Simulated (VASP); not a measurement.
Crystal: BaCaF4.

```xyz
6
Lattice="4.1079 0.0000 0.0000 0.0000 4.1079 0.0000 0.0000 0.0000 5.8094" Properties=species:S:1:pos:R:3 pbc="T T T"
Ca    0.0000    0.0000    0.0000
F     0.0000    2.0539    4.3571
F     0.0000    2.0539    1.4524
F     2.0539    0.0000    1.4524
F     2.0539    0.0000    4.3571
Ba    2.0539    2.0539    2.9047
```

* Program: VASP 6.6.1
* Task: relaxation of cell and atoms
* Functional: PBE
* Potentials or basis: VASP PAW PBE potentials, release 64 (Ca_sv, F, Ba_sv)
* Cutoff: 600 eV
* k mesh: 6 × 6 × 4
* Occupations: fermi-dirac, width 0.02 eV
* Spin: no spin polarisation

At the start: pressure 6.7 GPa; volume 16.34 Å³/atom.

Task: How do energy, volume and symmetry change on relaxing?

Result: Over 15 steps the energy falls by 90.8 meV/atom and the volume is 17.21 Å³/atom (+5.4 %); space group P4/mmm (No. 123, to 0.05 Å).

The path:
```csv
step,energy change (eV),largest force (eV/Å),pressure (GPa),volume (Å³)
1,0.0000,1.4812,6.66,98.03
2,-0.4156,0.5541,-1.65,107.99
3,-0.4178,0.4968,-2.11,108.77
4,-0.4992,0.2983,-1.22,106.28
5,-0.5396,0.0204,0.31,102.90
6,-0.5397,0.0021,0.20,103.11
7,-0.5435,0.0107,-0.01,103.37
8,-0.5443,0.0185,-0.13,103.51
9,-0.5444,0.0202,-0.18,103.55
10,-0.5446,0.0038,0.07,103.16
11,-0.5446,0.0073,0.02,103.25
12,-0.5446,0.0077,0.02,103.26
13,-0.5446,0.0083,0.01,103.27
14,-0.5446,0.0081,0.00,103.27
15,-0.5446,0.0033,0.00,103.29
```

Final structure:
```xyz
6
Lattice="4.1391 0.0000 0.0000 0.0000 4.1391 0.0000 0.0000 0.0000 6.0289" Properties=species:S:1:pos:R:3 pbc="T T T"
Ca    0.0000    0.0000    0.0000
F     0.0000    2.0695    4.6799
F     4.1391    2.0695    1.3489
F     2.0695    0.0000    1.3489
F     2.0695    0.0000    4.6799
Ba    2.0695    2.0695    3.0144
```
